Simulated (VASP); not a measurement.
# CdTe (F-43m) in VASP: notebook, part 2 of 2

VASP 6.6.1. Earlier steps stand in the parts before.

## (3) Single point, PBE

This run uses another cell than the first one, of 34.08 Å³/atom, 1.025 times its volume.

The input, INCAR:

```
ALGO     = Normal         # electronic algorithm
EDIFF    = 1E-7           # SCF threshold, eV
ENCUT    = 520            # plane-wave cutoff, eV
GGA      = PE             # functional
ISIF     = 2              # what is computed and relaxed
ISMEAR   = 0              # smearing method
LASPH    = T              # aspherical terms in the spheres
LCHARG   = F              # write CHGCAR
LREAL    = F              # projectors in reciprocal space
LWAVE    = F              # write WAVECAR
NBANDS   = 16             # bands
NELM     = 100            # most SCF steps
PREC     = Accurate       # precision mode
SIGMA    = 0.05           # smearing width, eV
```

The input, KPOINTS:

```
k-points
0
Gamma
  6 6 6
```

The input, POSCAR:

```
CdTe
1.0
    0.0000000000      3.2420768892      3.2420768892
    3.2420768892      0.0000000000      3.2420768892
    3.2420768892      3.2420768892      0.0000000000
Cd Te
1 1
Direct
    0.0000000000      0.0000000000      0.0000000000
    0.2500000000      0.2500000000      0.2500000000
```

Potentials or basis: VASP PAW PBE potentials, release 64 (Cd, Te).

The run is started by

```bash
> cat potpaw_PBE.64/Cd/POTCAR potpaw_PBE.64/Te/POTCAR > POTCAR
> mpirun -np 1 vasp_std > vasp.out
```

Wall time 45 s (1 thread of AMD EPYC 7R43 (Zen 3), shared host); peak memory 0.17 GiB.

Results (log left out):

* Free energy: -4.7717 eV
* Pressure: 2.6 GPa
* Band gap on the k mesh: 0.77 eV, direct

Levels at points of the mesh, in eV from the valence-band top:
```csv
k point,band 7,band 8,band 9,band 10,band 11,band 12
"(0.00, 0.00, 0.00)",0.00,0.00,0.00,0.77,4.60,4.60
"(0.50, 0.00, 0.00)",-4.42,-0.77,-0.77,1.82,5.19,5.19
"(0.50, 0.50, 0.00)",-4.30,-1.86,-1.86,2.61,2.67,8.83
```

Caveat: spin-orbit coupling is left out, which moves the levels of the heavy elements. PBE gaps usually lie below the measured ones, often by a third to a half.

## (4) Single point, r2SCAN (volume scaled by 0.960)

The input, POSCAR:

```
CdTe
1.0
    0.0000000000      3.2344121629      3.2344121629
    3.2344121629      0.0000000000      3.2344121629
    3.2344121629      3.2344121629      0.0000000000
Cd Te
1 1
Direct
    0.0000000000      0.0000000000      0.0000000000
    0.2500000000      0.2500000000      0.2500000000
```

The input, INCAR.step1:

```
ALGO     = Normal         # electronic algorithm
EDIFF    = 1E-4           # SCF threshold, eV
ENCUT    = 520            # plane-wave cutoff, eV
GGA      = PE             # functional
ISMEAR   = 0              # smearing method
LASPH    = True           # aspherical terms in the spheres
LCHARG   = False          # write CHGCAR
LREAL    = False          # projectors in reciprocal space
LWAVE    = True           # write WAVECAR
NBANDS   = 16             # bands
NELM     = 80             # most SCF steps
PREC     = Accurate       # precision mode
SIGMA    = 0.05           # smearing width, eV
```

The input, INCAR.step2:

```
ALGO     = Normal         # electronic algorithm
EDIFF    = 1E-6           # SCF threshold, eV
ENCUT    = 520            # plane-wave cutoff, eV
ISIF     = 2              # what is computed and relaxed
ISMEAR   = 0              # smearing method
ISTART   = 1            
LASPH    = True           # aspherical terms in the spheres
LCHARG   = False          # write CHGCAR
LMIXTAU  = True         
LREAL    = False          # projectors in reciprocal space
LWAVE    = False          # write WAVECAR
METAGGA  = R2SCAN         # meta-GGA
NBANDS   = 16             # bands
NELM     = 80             # most SCF steps
PREC     = Accurate       # precision mode
SIGMA    = 0.05           # smearing width, eV
```

The input, KPOINTS:

```
k-points
0
Gamma
  10 10 10
```

The run is started by

```bash
> cat potpaw_PBE.64/Cd/POTCAR potpaw_PBE.64/Te/POTCAR > POTCAR
> cp INCAR.step1 INCAR
> mpirun -np 1 vasp_std > vasp.out
> cp INCAR.step2 INCAR
> mpirun -np 1 vasp_std > vasp.out
```

Wall time 6.2 min (1 thread of AMD EPYC 7R43 (Zen 3), shared host); peak memory 0.2 GiB.

The run converged. Its results:

```yaml
Free_energy: -46.6283 eV
Pressure: 1.9 GPa
Band_gap_on_the_k_mesh: 1.29 eV, direct
```

Levels at points of the mesh, in eV from the valence-band top:
| k point | band 5 | band 6 | band 7 | band 8 | band 9 | band 10 | band 11 | band 12 | band 13 | band 14 |
| --- | --- | --- | --- | --- | --- | --- | --- | --- | --- | --- |
| (0.00, 0.00, 0.00) | -8.29 | -8.29 | 0.00 | 0.00 | 0.00 | 1.29 | 5.03 | 5.03 | 5.03 | 7.95 |
| (0.50, 0.00, 0.00) | -8.28 | -7.91 | -4.53 | -0.80 | -0.80 | 2.24 | 5.58 | 5.58 | 7.43 | 9.27 |
| (0.50, 0.50, 0.00) | -8.26 | -7.76 | -4.38 | -1.93 | -1.93 | 2.87 | 2.98 | 9.50 | 9.85 | 9.85 |

Caveat: the cell differs from its parent crystal (volume scaled by 0.960); the PAW data sets were made with another functional, which shifts forces and pressure a little; spin-orbit coupling is left out, which moves the levels of the heavy elements.

## (5) Single point, r2SCAN (volume scaled by 0.980)

The input, POSCAR:

```
CdTe
1.0
    0.0000000000      3.2567191586      3.2567191586
    3.2567191586      0.0000000000      3.2567191586
    3.2567191586      3.2567191586      0.0000000000
Cd Te
1 1
Direct
    0.0000000000      0.0000000000      0.0000000000
    0.2500000000      0.2500000000      0.2500000000
```

The input, INCAR.step1:

```
  PREC = Accurate
  ENCUT = 520
  ISMEAR = 0
  SIGMA = 0.05
  LREAL = False
  LASPH = True
  NELM = 80
  NBANDS = 16
  GGA = PE
  ALGO = Normal
  EDIFF = 1E-4
  LWAVE = True
  LCHARG = False
```

The input, INCAR.step2:

```
  PREC = Accurate
  ENCUT = 520
  EDIFF = 1E-6
  ISMEAR = 0
  SIGMA = 0.05
  LREAL = False
  LASPH = True
  NELM = 80
  ALGO = Normal
  ISIF = 2
  LWAVE = False
  LCHARG = True
  METAGGA = R2SCAN
  LMIXTAU = True
  LELF = True
  LVHAR = True
  NBANDS = 16
  ISTART = 1
```

The input, KPOINTS:

```
Automatic mesh
0
Gamma
  10 10 10
```

The run is started by

```bash
> cat potpaw_PBE.64/Cd/POTCAR potpaw_PBE.64/Te/POTCAR > POTCAR
> cp INCAR.step1 INCAR
> mpirun -np 1 vasp_std > vasp.out
> cp INCAR.step2 INCAR
> mpirun -np 1 vasp_std > vasp.out
```

Run time: 5.1 min. Hardware: 1 thread of AMD EPYC 7R43 (Zen 3), shared host; peak memory 0.2 GiB.

Results (log left out):

| Property | Result |
| --- | --- |
| Free energy | -46.6410 eV |
| Pressure | 1.0 GPa |
| Band gap on the k mesh | 1.22 eV, direct |

Levels at points of the mesh, in eV from the valence-band top:
```
           k point  band 7  band 8  band 9  band 10  band 11  band 12
(0.00, 0.00, 0.00)    0.00    0.00    0.00     1.22     5.04     5.04
(0.50, 0.00, 0.00)   -4.41   -0.77   -0.77     2.22     5.59     5.59
(0.50, 0.50, 0.00)   -4.28   -1.86   -1.86     2.91     2.99     9.38
```

Caveat: the cell differs from its parent crystal (volume scaled by 0.980); the PAW data sets were made with another functional, which shifts forces and pressure a little; spin-orbit coupling is left out, which moves the levels of the heavy elements.

## (6) Single point, r2SCAN

This run uses another cell than the first one, of 35.25 Å³/atom, 1.060 times its volume.

The input, POSCAR:

```
CdTe
1.0
    0.0000000000      3.2787246853      3.2787246853
    3.2787246853      0.0000000000      3.2787246853
    3.2787246853      3.2787246853      0.0000000000
Cd Te
1 1
Direct
    0.0000000000      0.0000000000      0.0000000000
    0.2500000000      0.2500000000      0.2500000000
```

The input, INCAR.step1:

```
SYSTEM = CdTe
ALGO = Normal
EDIFF = 1E-4
ENCUT = 520
GGA = PE
ISMEAR = 0
LASPH = .True.
LCHARG = .False.
LREAL = .False.
LWAVE = .True.
NBANDS = 16
NELM = 60
PREC = Accurate
SIGMA = 0.05
```

The input, INCAR.step2:

```
SYSTEM = CdTe
ALGO = Normal
EDIFF = 1E-6
ENCUT = 520
ISIF = 2
ISMEAR = 0
ISTART = 1
LASPH = .True.
LCHARG = .False.
LMIXTAU = .True.
LREAL = .False.
LWAVE = .False.
METAGGA = R2SCAN
NBANDS = 16
NELM = 60
PREC = Accurate
SIGMA = 0.05
```

The input, KPOINTS:

```
k-points
0
Gamma
  10 10 10
  0 0 0
```

Potentials or basis: VASP PAW PBE potentials, release 64 (Cd, Te).

The run is started by

```bash
> cat potpaw_PBE.64/Cd/POTCAR potpaw_PBE.64/Te/POTCAR > POTCAR
> cp INCAR.step1 INCAR
> mpirun -np 1 vasp_std > vasp.out
> cp INCAR.step2 INCAR
> mpirun -np 1 vasp_std > vasp.out
```

It took 4.6 min on 1 thread of AMD EPYC 7R43 (Zen 3), shared host; peak memory 0.21 GiB.

The run converged. Its results:

```yaml
Free_energy: -46.6457 eV
Pressure: 0.1 GPa
Band_gap_on_the_k_mesh: 1.16 eV, direct
```

Levels at points of the mesh, in eV from the valence-band top:
| k point | band 6 | band 7 | band 8 | band 9 | band 10 | band 11 | band 12 | band 13 |
| --- | --- | --- | --- | --- | --- | --- | --- | --- |
| (0.00, 0.00, 0.00) | -8.19 | 0.00 | 0.00 | 0.00 | 1.16 | 5.05 | 5.05 | 5.05 |
| (0.50, 0.00, 0.00) | -7.84 | -4.29 | -0.74 | -0.74 | 2.19 | 5.60 | 5.60 | 7.38 |
| (0.50, 0.50, 0.00) | -7.70 | -4.18 | -1.79 | -1.79 | 2.95 | 2.99 | 9.26 | 9.63 |

Caveat: the PAW data sets were made with another functional, which shifts forces and pressure a little; spin-orbit coupling is left out, which moves the levels of the heavy elements.

## (7) Overview

```tsv
level	cell	k mesh	gap on the mesh (eV)	pressure (GPa)
PBE	a = 4.548 Å, angles 60.0°, 2 atoms	6 × 6 × 6	0.84	3.9
PBE	a = 4.585 Å, angles 60.0°, 2 atoms	6 × 6 × 6	0.77	2.6
r2SCAN	a = 4.574 Å, angles 60.0°, 2 atoms	10 × 10 × 10	1.29	1.9
r2SCAN	a = 4.606 Å, angles 60.0°, 2 atoms	10 × 10 × 10	1.22	1.0
r2SCAN	a = 4.637 Å, angles 60.0°, 2 atoms	10 × 10 × 10	1.16	0.1
```

Alike in all rows: task single point; potentials or basis VASP PAW PBE potentials, release 64 (Cd, Te); no spin polarisation; cutoff (eV) 520; smearing gaussian 0.05 eV.

Caveats: spin-orbit coupling is left out, which moves the levels of the heavy elements; the PAW data sets were made with another functional, which shifts forces and pressure a little (some runs).

Absolute energies hang on the potentials; compare differences alone.
